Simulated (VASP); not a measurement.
# Ta (P-1) in VASP: a series of runs

Runs on Ta. Level: LDA. Tasks: single point.

Program: VASP 6.6.1. These are calculated values, not measurements. Logs are shortened: lines on timing, memory, paths and dates and some standing lists are left out, and cuts for length are marked.

## (1) The cell of the first run

The typed cell holds 2 atoms: a = 3.019 Å, b = 2.983 Å, c = 5.200 Å, α = 94.33°, β = 90.69°, γ = 127.27°.

## (2) Single point, LDA (atoms moved at random and the cell strained at random)

File INCAR:

```
SYSTEM = Ta
ALGO     = Fast           ! electronic algorithm
EDIFF    = 1E-7           ! SCF threshold, eV
ENCUT    = 520            ! plane-wave cutoff, eV
GGA      = CA             ! functional
ISIF     = 2              ! what is computed and relaxed
ISMEAR   = 0              ! smearing method
LASPH    = .TRUE.         ! aspherical terms in the spheres
LCHARG   = .FALSE.        ! write CHGCAR
LREAL    = .FALSE.        ! projectors in reciprocal space
LWAVE    = .FALSE.        ! write WAVECAR
NBANDS   = 18             ! bands
NELM     = 80             ! most SCF steps
PREC     = Accurate       ! precision mode
SIGMA    = 0.15           ! smearing width, eV
```

File KPOINTS:

```
k-points
0
G
  12 12 8
  0 0 0
```

File POSCAR:

```
Ta
1.0
    3.0137376426     -0.1800160807     -0.0222426682
   -1.6627673203      2.4740425507     -0.1146675624
   -0.0396963014     -0.2592237787      5.1935562894
Ta
2
Direct
    0.8947421773      0.5810780201      0.7598544604
    0.1052578227      0.4189219799      0.2401455396
```

Potentials or basis: VASP PAW LDA potentials, release 64 (Ta_pv).

Started as:

```console
cat potpaw_LDA.64/Ta_pv/POTCAR > POTCAR
mpirun -np 1 vasp_std > vasp.out
```

OUTCAR:

```text
SYSTEM = Ta
   EDIFF = 1E-7
   ENCUT = 520
   GGA = CA
   ISIF = 2
   ISMEAR = 0
   LASPH = .TRUE.
   LREAL = .FALSE.
   NELM = 80
   PREC = Accurate

 ion  position               nearest neighbor table
   1  0.895  0.581  0.760-   2 2.72   2 2.86   2 3.16   2 3.33   2 3.39
   2  0.105  0.419  0.240-   1 2.72   1 2.86   1 3.16   1 3.33   1 3.39

  LATTYP: Found a triclinic cell.
 ALAT       =     2.6657874386
 B/A-ratio  =     1.1325700955
 C/A-ratio  =     1.9507080607
 COS(alpha) =     0.0120053847
 COS(beta)  =     0.0980588086
 COS(gamma) =     0.4549349309

  Lattice vectors:

 A1 = (   1.3509703223,   2.2940264700,  -0.1369102306)
 A2 = (   3.0137376426,  -0.1800160807,  -0.0222426682)
 A3 = (   0.0396963014,   0.2592237787,  -5.1935562894)

Analysis of symmetry for initial positions (statically):
=====================================================================
 Subroutine PRICEL returns:
 Original cell was already a primitive cell.

 Routine SETGRP: Setting up the symmetry group for a
 triclinic supercell.

 Subroutine GETGRP returns: Found  2 space group operations
 (whereof  2 operations were pure point group operations)
 out of a pool of  2 trial point group operations.

The static configuration has the point symmetry S_2 .

Analysis of symmetry for dynamics (positions and initial velocities):
=====================================================================
 Subroutine PRICEL returns:
 Original cell was already a primitive cell.

 Routine SETGRP: Setting up the symmetry group for a
 triclinic supercell.

 Subroutine GETGRP returns: Found  2 space group operations
 (whereof  2 operations were pure point group operations)
 out of a pool of  2 trial point group operations.

The dynamic configuration has the point symmetry S_2 .

 Subroutine INISYM returns: Found  2 space group operations
 (whereof  2 operations are pure point group operations),
 and found     1 'primitive' translations

----------------------------------------------------------------------------------------

                                     Primitive cell

  volume of cell :      37.0670

  direct lattice vectors                    reciprocal lattice vectors
     3.013737643 -0.180016081 -0.022242668     0.345842601  0.233097441  0.014277899
    -1.662767320  2.474042551 -0.114667562     0.025378071  0.422238773  0.021268999
    -0.039696301 -0.259223779  5.193556289     0.002041473  0.010320828  0.193077034

  length of vectors
     3.019191134  2.983090738  5.200173045     0.417307297  0.423535121  0.193363461

  position of ions in fractional coordinates (direct lattice)
     0.894742177  0.581078020  0.759854460
     0.105257823  0.418921980  0.240145540

  ion indices of the primitive-cell ions
   primitive index   ion index
                 1           1
                 2           2

----------------------------------------------------------------------------------------

 KPOINTS: k-points

Automatic generation of k-mesh.
 Grid dimensions read from file:
 generate k-points for:   12   12    8

 Generating k-lattice:

  Cartesian coordinates                     Fractional coordinates (reciprocal lattice)
     0.028820217  0.019424787  0.001189825     0.083333333  0.000000000  0.000000000
     0.002114839  0.035186564  0.001772417     0.000000000  0.083333333  0.000000000
     0.000255184  0.001290103  0.024134629     0.000000000  0.000000000  0.125000000

  Length of vectors
     0.034775608  0.035294593  0.024170433

  Shift w.r.t. Gamma in fractional coordinates (k-lattice)
     0.000000000  0.000000000  0.000000000

 Subroutine IBZKPT returns following result:
 ===========================================

 Found    580 irreducible k-points:

 Following reciprocal coordinates:
            Coordinates               Weight
  0.000000  0.000000  0.000000      1.000000
  0.083333  0.000000  0.000000      2.000000
  0.166667 -0.000000  0.000000      2.000000
  0.250000  0.000000  0.000000      2.000000
  0.333333  0.000000  0.000000      2.000000
  0.416667 -0.000000  0.000000      2.000000
[... 16 lines left out ...]
  0.250000  0.166667  0.000000      2.000000
  0.333333  0.166667  0.000000      2.000000
 [... further k-points ...]
   k-points           NKPTS =    580   k-points in BZ     NKDIM =    580   number of bands    NBANDS=     18
   number of dos      NEDOS =    301   number of ions     NIONS =      2
   total plane-waves  NPLWV =  23040
   dimension x,y,z NGX =    24 NGY =   24 NGZ =   40
   dimension x,y,z NGXF=    48 NGYF=   48 NGZF=   80
   ions per type =               2
   NGX,Y,Z   is equivalent  to a cutoff of  13.22, 13.38, 12.79 a.u.
   NGXF,Y,Z  is equivalent  to a cutoff of  26.43, 26.75, 25.58 a.u.
 SYSTEM =  Ta
   PREC   = accura    normal or accurate (medium, high low for compatibility)
   ISTART =      0    job   : 0-new  1-cont  2-samecut
   ICHARG =      2    charge: 1-file 2-atom 10-const
   ISPIN  =      1    spin polarized calculation?
   LNONCOLLINEAR =      F non collinear calculations
   LSORBIT =      F    spin-orbit coupling
   LASPH  =      T    aspherical Exc in radial PAW
   ENCUT  =  520.0 eV  38.22 Ry    6.18 a.u.   5.61  5.55  9.67*2*pi/ulx,y,z
   NELM   =     80;   NELMIN=  2; NELMDL= -5     # of ELM steps
   EDIFF  = 0.1E-06   stopping-criterion for ELM
   LREAL  =      F    real-space projection
   EDIFFG = 0.1E-05   stopping-criterion for IOM
   NSW    =      0    number of steps for IOM
   IBRION =     -1    ionic relax: 0-MD 1-quasi-New 2-CG
   NFREE  =      0    steps in history (QN), initial steepest desc. (CG)
   ISIF   =      2    stress and relaxation
   ISYM   =      2    0-nonsym 1-usesym 2-fastsym
   POTIM  = 0.5000    time-step for ionic-motion
   TEBEG  =    0.0;   TEEND  =   0.0 temperature during run
   PSTRESS=    0.0 pullay stress
   NELECT =      22.0000    total number of electrons
   NUPDOWN=      -1.0000    fix difference up-down
   EMIN   =  10.00;   EMAX   =-10.00  energy-range for DOS
   EFERMI =   0.00;   METHOD = LEGACY
   ISMEAR =     0;   SIGMA  =   0.15  broadening in eV -4-tet -1-fermi 0-gaus
   EFERMI_NEDOS =   21; number of points for ismear=-14 and -15
   IALGO  =     68    algorithm
   IMIX   =      4    mixing-type and parameters
     AMIX     =   0.40;   BMIX     =  1.00
     AMIX_MAG =   1.60;   BMIX_MAG =  1.00
  volume/ion in A,a.u.               =      18.53       125.07
  Fermi-wavevector in a.u.,A,eV,Ry     =   1.375793  2.599872 25.753203  1.892807
  Thomas-Fermi vector in A             =   2.501097
   LORBIT       =      0    0 simple, 1 ext, 2 COOP (PROOUT), +10 PAW based schemes
   GGA     = CA    functional components
   LHFCALC =     F    Hartree Fock is set to
   AEXX    =    0.0000 exact exchange contribution
   IVDW    =     0    specifies the selected vdW correction
   LEPSILON=     F    determine dielectric tensor
   LRPA    =     F    only Hartree local field effects (RPA)
 non-spin polarized calculation
 RMM-DIIS sequential band-by-band and
 Gauss-broadening in eV      SIGMA  =   0.15
  energy-cutoff  :      520.00
  volume of cell :       37.07
 maximum number of plane-waves:      1013
   NGX = 11   NGY = 11   NGZ = 19

 number of electron      22.0000001 magnetization

 Free energy of the ion-electron system (eV)
  ---------------------------------------------------
  ext. energy  EPLUGINS =         0.00000000
  ---------------------------------------------------
  free energy    TOTEN  =       -24.89604538 eV

  energy without entropy =      -24.87261163  energy(sigma->0) =      -24.88432850

 E-fermi :   5.3839     XC(G=0): -12.6090

 val. band max:        5.3818241272   @ k =  -0.2500  -0.2500   0.1250
 cond. band min:       5.3879153960   @ k =  -0.3333  -0.3333   0.3750
 fundamental gap:      0.0060912688
 Fermi energy:         5.3838509072

 k-point     1 :       0.0000    0.0000    0.0000
  band No.  band energies     occupation
      1     -29.0136      2.00000
      2     -27.9941      2.00000
      3     -27.9258      2.00000
      4     -27.8723      2.00000
      5     -27.5311      2.00000
      6     -27.4807      2.00000
[... 10 lines left out ...]
     17      10.1770      0.00000
     18      10.9887      0.00000

 k-point     2 :       0.0833    0.0000    0.0000
  band No.  band energies     occupation
      1     -28.9915      2.00000
      2     -28.0081      2.00000
      3     -27.9256      2.00000
      4     -27.8855      2.00000
      5     -27.6435      2.00000
      6     -27.5883      2.00000
[... 10 lines left out ...]
     17      10.1251      0.00000
     18      10.8885      0.00000

 k-point     3 :       0.1667   -0.0000    0.0000
  band No.  band energies     occupation
      1     -28.9305      2.00000
      2     -28.0667      2.00000
      3     -28.0218      2.00000
      4     -27.9143      2.00000
      5     -27.8615      2.00000
      6     -27.8433      2.00000
[... 10 lines left out ...]
     17       9.6809      0.00000
     18      11.7439      0.00000

 k-point     4 :       0.2500    0.0000    0.0000
  band No.  band energies     occupation
      1     -28.8454      2.00000
      2     -28.4152      2.00000
      3     -28.3031      2.00000
      4     -28.0353      2.00000
      5     -27.9632      2.00000
      6     -27.8498      2.00000
[... 10 lines left out ...]
     17       9.3597      0.00000
     18      12.7930      0.00000

 k-point     5 :       0.3333    0.0000    0.0000
  band No.  band energies     occupation
      1     -28.8038      2.00000
      2     -28.7581      2.00000
      3     -28.6571      2.00000
      4     -28.0841      2.00000
      5     -28.0119      2.00000
      6     -27.8299      2.00000
[... 10 lines left out ...]
     17      10.1196      0.00000
     18      13.4079      0.00000

 k-point     6 :       0.4167   -0.0000    0.0000
  band No.  band energies     occupation
      1     -29.0762      2.00000
      2     -28.9184      2.00000
      3     -28.6898      2.00000
      4     -28.1119      2.00000
      5     -28.0475      2.00000
      6     -27.8146      2.00000
[... 10 lines left out ...]
     17      11.8668      0.00000
     18      13.6870      0.00000

 k-point     7 :       0.5000    0.0000    0.0000
  band No.  band energies     occupation
      1     -29.1743      2.00000
      2     -29.0105      2.00000
      3     -28.6658      2.00000
      4     -28.1213      2.00000
      5     -28.0607      2.00000
      6     -27.8091      2.00000
[... 10 lines left out ...]
     17      12.7054      0.00000
     18      13.6060      0.00000

 k-point     8 :      -0.0000    0.0833    0.0000
  band No.  band energies     occupation
      1     -28.9907      2.00000
      2     -28.0130      2.00000
      3     -27.9319      2.00000
      4     -27.8788      2.00000
      5     -27.6456      2.00000
      6     -27.5886      2.00000
[... 10 lines left out ...]
     17      10.2510      0.00000
     18      10.8742      0.00000
[... 229 lines left out ...]
     17      10.7172      0.00000
     18      11.0820      0.00000

 k-point    20 :      -0.0000    0.1667    0.0000
  band No.  band energies     occupation
      1     -28.9281      2.00000
      2     -28.0843      2.00000
      3     -28.0207      2.00000
      4     -27.8953      2.00000
      5     -27.8761      2.00000
      6     -27.8567      2.00000
[... 10 lines left out ...]
     17       9.7675      0.00000
     18      11.7189      0.00000

 k-point    21 :       0.0833    0.1667   -0.0000
  band No.  band energies     occupation
      1     -28.8681      2.00000
      2     -28.3581      2.00000
      3     -28.2533      2.00000
      4     -28.0233      2.00000
      5     -27.9454      2.00000
      6     -27.8402      2.00000
[... 10 lines left out ...]
     17       9.9849      0.00000
     18      12.0255      0.00000

 k-point    22 :       0.1667    0.1667    0.0000
  band No.  band energies     occupation
      1     -28.8028      2.00000
      2     -28.7250      2.00000
      3     -28.6018      2.00000
      4     -28.0470      2.00000
      5     -27.9814      2.00000
      6     -27.8165      2.00000
[... 10 lines left out ...]
     17      10.0502      0.00000
     18      12.8568      0.00000

 k-point    23 :       0.2500    0.1667    0.0000
  band No.  band energies     occupation
      1     -29.0113      2.00000
      2     -28.8831      2.00000
      3     -28.7032      2.00000
      4     -28.0997      2.00000
      5     -28.0466      2.00000
      6     -27.8040      2.00000
[... 10 lines left out ...]
     17      12.2431      0.00000
     18      13.6928      0.00000

 k-point    24 :       0.3333    0.1667    0.0000
  band No.  band energies     occupation
      1     -29.1308      2.00000
      2     -28.9845      2.00000
      3     -28.6617      2.00000
      4     -28.1715      2.00000
      5     -28.1216      2.00000
      6     -27.8070      2.00000
[... 10 lines left out ...]
     17      13.5457      0.00000
     18      14.8056      0.00000

 [... further k-points ...]

------------------------ aborting loop because EDIFF is reached ----------------------------------------

  FORCE on cell =-STRESS in cart. coord.  units (eV):
  Direction    XX          YY          ZZ          XY          YZ          ZX
  --------------------------------------------------------------------------------------
  -------------------------------------------------------------------------------------
  Total       -1.5588321     -0.2169497     -2.4589351      0.9899177     -0.9727779     -0.5453653
  in kB      -67.3786413     -9.3773876   -106.2845102     42.7880019    -42.0471558    -23.5727581
  external PRESSURE =     -61.0135130 kB  Pullay stress =       0.0000000 kB

 VOLUME and BASIS-vectors are now :
 -----------------------------------------------------------------------------
  energy-cutoff  :      520.00
  volume of cell :       37.07
      direct lattice vectors                 reciprocal lattice vectors
     3.013737643 -0.180016081 -0.022242668     0.345842601  0.233097441  0.014277899
    -1.662767320  2.474042551 -0.114667562     0.025378071  0.422238773  0.021268999
    -0.039696301 -0.259223779  5.193556289     0.002041473  0.010320828  0.193077034

 POSITION                                       TOTAL-FORCE (eV/Angst)
 -----------------------------------------------------------------------------------
      1.70016      1.07957      3.85981        -0.663945      0.374096     -0.852106
     -0.38888      0.95523      1.19683         0.663945     -0.374096      0.852106
 -----------------------------------------------------------------------------------
    total drift:                                0.000000     -0.000000      0.000000

  FREE ENERGIE OF THE ION-ELECTRON SYSTEM (eV)
  ---------------------------------------------------
  free  energy   TOTEN  =       -24.8960453752 eV

  energy  without entropy=      -24.8726116303  energy(sigma->0) =      -24.88432850
```

Run time: 6.5 min. Hardware: 1 thread of Intel Xeon 8259CL, shared host; peak memory 0.37 GiB.

Results:

| Item | Value |
| --- | --- |
| Free energy | -24.8960 eV |
| Pressure | -6.1 GPa |
| Largest force | 1.143 eV/Å |
| Band gap on the k mesh | zero (bands 11 and 12 overlap by 2.04 eV) |

Forces in eV/Å, atoms in the order of the input:
```
Ta  -0.664  0.374 -0.852
Ta   0.664 -0.374  0.852
```

Stress tensor (GPa, compression positive):
```
 -6.74   4.28  -2.36
  4.28  -0.94  -4.20
 -2.36  -4.20 -10.63
```

Caveat: the cell differs from its parent crystal (atoms moved at random and the cell strained at random); the stress differs along the axes, from -11 to -1 GPa; spin-orbit coupling is left out, which moves the levels of the heavy elements; forces of over 1 eV/Å act on the atoms, so gaps and moduli don't describe the material at rest.

## (3) Single point, LDA

File INCAR:

```
ALGO = Fast ; EDIFF = 1E-7
ENCUT = 520 ; GGA = CA
ISIF = 2 ; ISMEAR = 0
LASPH = True ; LCHARG = True
LELF = True ; LREAL = False
LVHAR = True ; LWAVE = False
NBANDS = 18 ; NELM = 60
PREC = Accurate ; SIGMA = 0.15
```

File KPOINTS:

```
k-points
0
Gamma
  12 12 8
```

File POSCAR:

```
Ta
1.0
    3.0137376426     -0.1800160807     -0.0222426682
   -1.6627673203      2.4740425507     -0.1146675624
   -0.0396963014     -0.2592237787      5.1935562894
Ta
2
Direct
    0.7497718951      0.4996919140      0.7500252275
    0.2502281049      0.5003080860      0.2499747725
```

Potentials or basis: VASP PAW LDA potentials, release 64 (Ta_pv).

Started as:

```console
cat potpaw_LDA.64/Ta_pv/POTCAR > POTCAR
mpirun -np 1 vasp_std > vasp.out
```

It took 6.9 min on 1 thread of Intel Xeon 8259CL, shared host; peak memory 0.37 GiB.

Results (log left out):

| Property | Result |
| --- | --- |
| Free energy | -25.2482 eV |
| Pressure | -9.1 GPa |
| Band gap on the k mesh | zero (bands 11 and 12 overlap by 2.58 eV) |

Stress tensor (GPa, compression positive):
```
 -2.14   5.58  -0.72
  5.58  -6.46   3.20
 -0.72   3.20 -18.69
```

Levels at points of the mesh, in eV from the Fermi level:
| k point | band 8 | band 9 | band 10 | band 11 | band 12 | band 13 | band 14 | band 15 |
| --- | --- | --- | --- | --- | --- | --- | --- | --- |
| (0.00, 0.00, 0.00) | -4.70 | -1.09 | -0.92 | 0.20 | 0.42 | 1.80 | 2.76 | 2.90 |
| (0.50, 0.00, 0.00) | -3.35 | -2.05 | -2.04 | 0.14 | 0.14 | 2.50 | 2.51 | 5.96 |
| (0.00, 0.50, 0.00) | -4.12 | -3.58 | 0.07 | 0.97 | 1.46 | 3.36 | 5.46 | 5.61 |
| (0.50, 0.50, 0.00) | -3.60 | -2.05 | -2.05 | -0.92 | -0.91 | 4.15 | 4.16 | 6.68 |
| (0.00, 0.00, 0.50) | -6.08 | -1.11 | -1.11 | -0.47 | -0.47 | 2.87 | 2.88 | 3.40 |
| (0.50, 0.00, 0.50) | -4.30 | -2.65 | -1.45 | 1.64 | 2.26 | 3.17 | 3.55 | 5.44 |
| (0.00, 0.50, 0.50) | -3.37 | -2.34 | -2.33 | 1.08 | 1.08 | 2.15 | 2.15 | 6.28 |
| (0.50, 0.50, 0.50) | -4.46 | -2.88 | -1.98 | 1.05 | 1.46 | 3.41 | 5.21 | 5.89 |

Caveat: the stress differs along the axes, from -19 to -2 GPa; spin-orbit coupling is left out, which moves the levels of the heavy elements.
